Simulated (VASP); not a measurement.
# SiC (base) (Fm-3m) in VASP: notebook, part 2 of 3

VASP 6.6.1. The steps go on from the part before.

## 4. Single point, PBE

File INCAR:

```
PREC     = Accurate       # precision mode
ENCUT    = 600            # plane-wave cutoff, eV
EDIFF    = 1E-6           # SCF threshold, eV
ISMEAR   = 0              # smearing method
SIGMA    = 0.02           # smearing width, eV
LREAL    = False          # projectors in reciprocal space
LASPH    = True           # aspherical terms in the spheres
NELM     = 120            # most SCF steps
ALGO     = Normal         # electronic algorithm
ISIF     = 2              # what is computed and relaxed
LWAVE    = False          # write WAVECAR
LCHARG   = False          # write CHGCAR
GGA      = PE             # functional
NBANDS   = 11             # bands
GGA_COMPAT= False
```

File KPOINTS:

```
regular mesh
0
Gamma
  12 12 12
```

File POSCAR:

```
SiC
1.0
    0.0000000000      1.8491797527      1.8491797527
    1.8491797527      0.0000000000      1.8491797527
    1.8491797527      1.8491797527      0.0000000000
C Si
1 1
Direct
    0.0000000000      0.0000000000      0.0000000000
    0.5000000000      0.5000000000      0.5000000000
```

Potentials or basis: VASP PAW PBE potentials, release 64 (C, Si).

Run with:

```sh
> cat potpaw_PBE.64/C/POTCAR potpaw_PBE.64/Si/POTCAR > POTCAR
> mpirun -np 1 vasp_std > vasp.out
```

OUTCAR:

```text
PREC = Accurate
   ENCUT = 600
   EDIFF = 1E-6
   ISMEAR = 0
   LREAL = False
   LASPH = True
   NELM = 120
   ISIF = 2
   GGA = PE

 ion  position               nearest neighbor table
   1  0.000  0.000  0.000-   2 1.85   2 1.85   2 1.85   2 1.85   2 1.85   2 1.85
   2  0.500  0.500  0.500-   1 1.85   1 1.85   1 1.85   1 1.85   1 1.85   1 1.85

  LATTYP: Found a face centered cubic cell.
 ALAT       =     3.6983595054

  Lattice vectors:

 A1 = (   0.0000000000,   1.8491797527,   1.8491797527)
 A2 = (   1.8491797527,   0.0000000000,   1.8491797527)
 A3 = (   1.8491797527,   1.8491797527,   0.0000000000)

Analysis of symmetry for initial positions (statically):
=====================================================================
 Subroutine PRICEL returns:
 Original cell was already a primitive cell.

 Routine SETGRP: Setting up the symmetry group for a
 face centered cubic supercell.

 Subroutine GETGRP returns: Found 48 space group operations
 (whereof 48 operations were pure point group operations)
 out of a pool of 48 trial point group operations.

The static configuration has the point symmetry O_h .

Analysis of symmetry for dynamics (positions and initial velocities):
=====================================================================
 Subroutine PRICEL returns:
 Original cell was already a primitive cell.

 Routine SETGRP: Setting up the symmetry group for a
 face centered cubic supercell.

 Subroutine GETGRP returns: Found 48 space group operations
 (whereof 48 operations were pure point group operations)
 out of a pool of 48 trial point group operations.

The dynamic configuration has the point symmetry O_h .

 Subroutine INISYM returns: Found 48 space group operations
 (whereof 48 operations are pure point group operations),
 and found     1 'primitive' translations

----------------------------------------------------------------------------------------

                                     Primitive cell

  volume of cell :      12.6464

  direct lattice vectors                    reciprocal lattice vectors
     0.000000000  1.849179753  1.849179753    -0.270390155  0.270390155  0.270390155
     1.849179753  0.000000000  1.849179753     0.270390155 -0.270390155  0.270390155
     1.849179753  1.849179753  0.000000000     0.270390155  0.270390155 -0.270390155

  length of vectors
     2.615135086  2.615135086  2.615135086     0.468329486  0.468329486  0.468329486

  position of ions in fractional coordinates (direct lattice)
     0.000000000  0.000000000  0.000000000
     0.500000000  0.500000000  0.500000000

  ion indices of the primitive-cell ions
   primitive index   ion index
                 1           1
                 2           2

----------------------------------------------------------------------------------------

 KPOINTS: regular mesh

Automatic generation of k-mesh.
 Grid dimensions read from file:
 generate k-points for:   12   12   12

 Generating k-lattice:

  Cartesian coordinates                     Fractional coordinates (reciprocal lattice)
    -0.022532513  0.022532513  0.022532513     0.083333333  0.000000000  0.000000000
     0.022532513 -0.022532513  0.022532513     0.000000000  0.083333333  0.000000000
     0.022532513  0.022532513 -0.022532513     0.000000000  0.000000000  0.083333333

  Length of vectors
     0.039027457  0.039027457  0.039027457

  Shift w.r.t. Gamma in fractional coordinates (k-lattice)
     0.000000000  0.000000000  0.000000000

 Subroutine IBZKPT returns following result:
 ===========================================

 Found     72 irreducible k-points:

 Following reciprocal coordinates:
            Coordinates               Weight
  0.000000  0.000000  0.000000      1.000000
  0.083333  0.000000  0.000000      8.000000
  0.166667  0.000000  0.000000      8.000000
  0.250000  0.000000  0.000000      8.000000
  0.333333  0.000000  0.000000      8.000000
  0.416667  0.000000  0.000000      8.000000
[... 16 lines left out ...]
  0.500000  0.166667  0.000000     24.000000
 -0.416667  0.166667  0.000000     24.000000
 [... further k-points ...]
   k-points           NKPTS =     72   k-points in BZ     NKDIM =     72   number of bands    NBANDS=     11
   number of dos      NEDOS =    301   number of ions     NIONS =      2
   total plane-waves  NPLWV =  13824
   dimension x,y,z NGX =    24 NGY =   24 NGZ =   24
   dimension x,y,z NGXF=    48 NGYF=   48 NGZF=   48
   ions per type =               1   1
   NGX,Y,Z   is equivalent  to a cutoff of  15.26, 15.26, 15.26 a.u.
   NGXF,Y,Z  is equivalent  to a cutoff of  30.51, 30.51, 30.51 a.u.
 SYSTEM =  unknown system
   PREC   = accura    normal or accurate (medium, high low for compatibility)
   ISTART =      0    job   : 0-new  1-cont  2-samecut
   ICHARG =      2    charge: 1-file 2-atom 10-const
   ISPIN  =      1    spin polarized calculation?
   LNONCOLLINEAR =      F non collinear calculations
   LSORBIT =      F    spin-orbit coupling
   LASPH  =      T    aspherical Exc in radial PAW
   ENCUT  =  600.0 eV  44.10 Ry    6.64 a.u.   5.22  5.22  5.22*2*pi/ulx,y,z
   NELM   =    120;   NELMIN=  2; NELMDL= -5     # of ELM steps
   EDIFF  = 0.1E-05   stopping-criterion for ELM
   LREAL  =      F    real-space projection
   EDIFFG = 0.1E-04   stopping-criterion for IOM
   NSW    =      0    number of steps for IOM
   IBRION =     -1    ionic relax: 0-MD 1-quasi-New 2-CG
   NFREE  =      0    steps in history (QN), initial steepest desc. (CG)
   ISIF   =      2    stress and relaxation
   ISYM   =      2    0-nonsym 1-usesym 2-fastsym
   POTIM  = 0.5000    time-step for ionic-motion
   TEBEG  =    0.0;   TEEND  =   0.0 temperature during run
   PSTRESS=    0.0 pullay stress
   NELECT =       8.0000    total number of electrons
   NUPDOWN=      -1.0000    fix difference up-down
   EMIN   =  10.00;   EMAX   =-10.00  energy-range for DOS
   EFERMI =   0.00;   METHOD = LEGACY
   ISMEAR =     0;   SIGMA  =   0.02  broadening in eV -4-tet -1-fermi 0-gaus
   EFERMI_NEDOS =   21; number of points for ismear=-14 and -15
   IALGO  =     38    algorithm
   IMIX   =      4    mixing-type and parameters
     AMIX     =   0.40;   BMIX     =  1.00
     AMIX_MAG =   1.60;   BMIX_MAG =  1.00
  volume/ion in A,a.u.               =       6.32        42.67
  Fermi-wavevector in a.u.,A,eV,Ry     =   1.405343  2.655713 26.871360  1.974989
  Thomas-Fermi vector in A             =   2.527814
   LORBIT       =      0    0 simple, 1 ext, 2 COOP (PROOUT), +10 PAW based schemes
   GGA     = PE    functional components
   LHFCALC =     F    Hartree Fock is set to
   AEXX    =    0.0000 exact exchange contribution
   IVDW    =     0    specifies the selected vdW correction
   LEPSILON=     F    determine dielectric tensor
   LRPA    =     F    only Hartree local field effects (RPA)
 non-spin polarized calculation
 Gauss-broadening in eV      SIGMA  =   0.02
  energy-cutoff  :      600.00
  volume of cell :       12.65
 maximum number of plane-waves:       444
 NGX is ok and might be reduce to    24
   NGX = 11   NGY = 11   NGZ = 11

 number of electron       8.0000000 magnetization

 Free energy of the ion-electron system (eV)
  ---------------------------------------------------
  ext. energy  EPLUGINS =         0.00000000
  ---------------------------------------------------
  free energy    TOTEN  =       -12.34208643 eV

  energy without entropy =      -12.34208643  energy(sigma->0) =      -12.34208643

 E-fermi :  17.1289     XC(G=0): -13.9661

 val. band max:       17.0458289815   @ k =   0.0000   0.0000   0.0000
 cond. band min:      18.1680641491   @ k =   0.5000   0.5000   0.0000
 fundamental gap:      1.1222351676
 Fermi energy:        17.1289499687

 k-point     1 :       0.0000    0.0000    0.0000
  band No.  band energies     occupation
      1      -4.8788      2.00000
      2      17.0458      2.00000
      3      17.0458      2.00000
      4      17.0458      2.00000
      5      26.0277      0.00000
      6      26.0277      0.00000
      7      26.0277      0.00000
      8      30.0212      0.00000
      9      32.3186      0.00000
     10      32.3186      0.00000
     11      33.0161      0.00000
[... 309 lines left out ...]
 k-point    24 :      -0.4167    0.1667    0.0000
  band No.  band energies     occupation
      1       1.8061      2.00000
      2       4.1203      2.00000
      3      11.8893      2.00000
      4      14.2862      2.00000
      5      21.8812      0.00000
      6      25.6479      0.00000
      7      27.2070      0.00000
      8      32.7631      0.00000
      9      34.1211      0.00000
     10      35.7581      0.00000
     11      36.3565      0.00000

 [... further k-points ...]
[... 5 lines left out ...]
  --------------------------------------------------------------------------------------
  -------------------------------------------------------------------------------------
  Total        9.8278021      9.8278021      9.8278021     -0.0000000      0.0000000     -0.0000000
  in kB     1245.0867205   1245.0867205   1245.0867205     -0.0000000      0.0000000     -0.0000000
  external PRESSURE =    1245.0867205 kB  Pullay stress =       0.0000000 kB

 VOLUME and BASIS-vectors are now :
 -----------------------------------------------------------------------------
  energy-cutoff  :      600.00
  volume of cell :       12.65
      direct lattice vectors                 reciprocal lattice vectors
     0.000000000  1.849179753  1.849179753    -0.270390155  0.270390155  0.270390155
     1.849179753  0.000000000  1.849179753     0.270390155 -0.270390155  0.270390155
     1.849179753  1.849179753  0.000000000     0.270390155  0.270390155 -0.270390155

 POSITION                                       TOTAL-FORCE (eV/Angst)
 -----------------------------------------------------------------------------------
      0.00000      0.00000      0.00000        -0.000000      0.000000     -0.000000
      1.84918      1.84918      1.84918         0.000000     -0.000000      0.000000
 -----------------------------------------------------------------------------------
    total drift:                                0.000000     -0.000000     -0.000000

  FREE ENERGIE OF THE ION-ELECTRON SYSTEM (eV)
  ---------------------------------------------------
  free  energy   TOTEN  =       -12.3420864252 eV

  energy  without entropy=      -12.3420864252  energy(sigma->0) =      -12.34208643
```

Wall time 8.7 s (1 thread of AMD EPYC 7R13 (Zen 3), shared host); peak memory 0.11 GiB.

Results:

* Free energy: -12.3421 eV
* Pressure: 124.5 GPa
* Band gap on the k mesh: 1.12 eV, indirect (least direct gap 6.60 eV)

## 5. Relaxation of cell and atoms, PBE, target pressure 125 GPa, at which the enthalpy is minimised

This run uses another cell than the first one, of 9.10 Å³/atom, 1.439 times its volume.

File INCAR:

```
ALGO = Normal
EDIFF = 1E-7
EDIFFG = -0.05
ENCUT = 600
GGA = PE
GGA_COMPAT = False
IBRION = 2
ISIF = 3
ISMEAR = 0
LASPH = True
LCHARG = False
LREAL = False
LWAVE = False
NELM = 120
NELMIN = 4
NSW = 100
PREC = Accurate
PSTRESS = 1250.0
SIGMA = 0.1
```

File KPOINTS:

```
k-points
0
Gamma
  8 8 8
```

File POSCAR:

```
SiC
1.0
    0.0000000000      2.0881007700      2.0881007700
    2.0881007700      0.0000000000      2.0881007700
    2.0881007700      2.0881007700      0.0000000000
C Si
1 1
Direct
    0.0000000000      0.0000000000      0.0000000000
    0.5000000000      0.5000000000      0.5000000000
```

Run with:

```sh
> cat potpaw_PBE.64/C/POTCAR potpaw_PBE.64/Si/POTCAR > POTCAR
> mpirun -np 1 vasp_std > vasp.out
```

Wall time 17 s (1 thread of AMD EPYC 7R13 (Zen 3), shared host); peak memory 0.11 GiB.

Results (log left out):

```
Free energy                                            : -12.3471 eV
Relaxed volume                                         : 6.32 Å³/atom
Relaxed cell                                           : a = 2.615 Å, b = 2.615 Å, c = 2.615 Å, α = 60.00°, β = 60.00°, γ = 60.00°
Space group after relaxing (to 0.05 Å)                 : Fm-3m (No. 225)
Energy change on relaxing (the enthalpy is what falls) : +570.9 meV/atom
Ionic steps                                            : 6
Pressure after relaxing                                : 124.5 GPa
Band gap on the k mesh                                 : 1.12 eV, indirect (least direct gap 6.60 eV)
```

Step by step:
```
step  energy change (eV)  largest force (eV/Å)  pressure (GPa)  volume (Å³)
   1              0.0000                0.0000          -16.38        18.21
   2             60.9490                0.0000         4678.85         4.18
   3              0.1160                0.0000           38.80        14.80
   4              0.4247                0.0000           68.41        13.86
   5              1.2578                0.0000          132.73        12.50
   6              1.1419                0.0000          124.47        12.65
```

Final structure:
```cif
data_structure
_symmetry_space_group_name_H-M 'P 1'
_symmetry_Int_Tables_number 1
_cell_length_a 2.6152
_cell_length_b 2.6152
_cell_length_c 2.6152
_cell_angle_alpha 60.000
_cell_angle_beta 60.000
_cell_angle_gamma 60.000
_cell_volume 12.65
loop_
_atom_site_label
_atom_site_type_symbol
_atom_site_fract_x
_atom_site_fract_y
_atom_site_fract_z
_atom_site_occupancy
C1 C 0.00000 0.00000 0.00000 1
Si1 Si 0.50000 0.50000 0.50000 1
```

Levels at points of the mesh, in eV from the valence-band top:
| k point | band 1 | band 2 | band 3 | band 4 | band 5 | band 6 | band 7 | band 8 |
| --- | --- | --- | --- | --- | --- | --- | --- | --- |
| (0.00, 0.00, 0.00) | -21.92 | 0.00 | 0.00 | 0.00 | 8.98 | 8.98 | 8.98 | 12.98 |
| (0.50, 0.00, 0.00) | -15.59 | -13.94 | -1.90 | -1.90 | 6.66 | 6.66 | 7.70 | 12.79 |
| (0.50, 0.50, 0.00) | -13.02 | -12.51 | -5.48 | -5.48 | 1.12 | 1.13 | 19.00 | 19.23 |

Caveat: the cell is relaxed towards a set pressure, so the enthalpy falls and the energy may rise; the volume moved by over 15 % at a fixed basis, so the end points are rough.

[end of part 2 of 3]
